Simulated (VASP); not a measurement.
Input of a VASP 6.6.1 run:

File INCAR:

```
ALGO = Fast
EDIFF = 1E-7
ENCUT = 520
GGA = PS
ISIF = 2
ISMEAR = 0
ISPIN = 2
LASPH = T
LCHARG = F
LMAXMIX = 4
LORBIT = 11
LREAL = F
LWAVE = F
MAGMOM = 1.94 1.94 1.94 1.94 0 0
NBANDS = 32
NELM = 150
PREC = Accurate
SIGMA = 0.1
```

The input KPOINTS:

```
k-points
0
Gamma
  10 10 10
```

The input POSCAR:

```
Fe2B
1.0
   -2.3767743983      2.3767743983      2.3941658576
    2.3767743983     -2.3767743983      2.3941658576
    2.3767743983      2.3767743983     -2.3941658576
Fe B
4 2
Direct
    0.5000000000      0.5000000000      0.5000000000
    0.5000000000      1.0000000000      0.0000000000
    0.0000000000      0.0000000000      0.5000000000
    1.0000000000      0.5000000000      0.0000000000
    0.0000000000      0.0000000000      0.0000000000
    0.5000000000      0.5000000000      0.0000000000
```

Potentials or basis: VASP PAW PBE potentials, release 64 (Fe, B).

Command:

```console
$ cat potpaw_PBE.64/Fe/POTCAR potpaw_PBE.64/B/POTCAR > POTCAR
$ mpirun -np 1 vasp_std > vasp.out
```

(1) Estimate the net moment.

(2) Predict the site moments.

(3) Estimate the pressure.

Results:

(1) 7.06 μB per cell.

(2) Fe +1.79; B -0.10 μB.

(3) 20.6 GPa.

Caveat: the cell stands under pressure; the PAW data sets were made with another functional, which shifts forces and pressure a little.
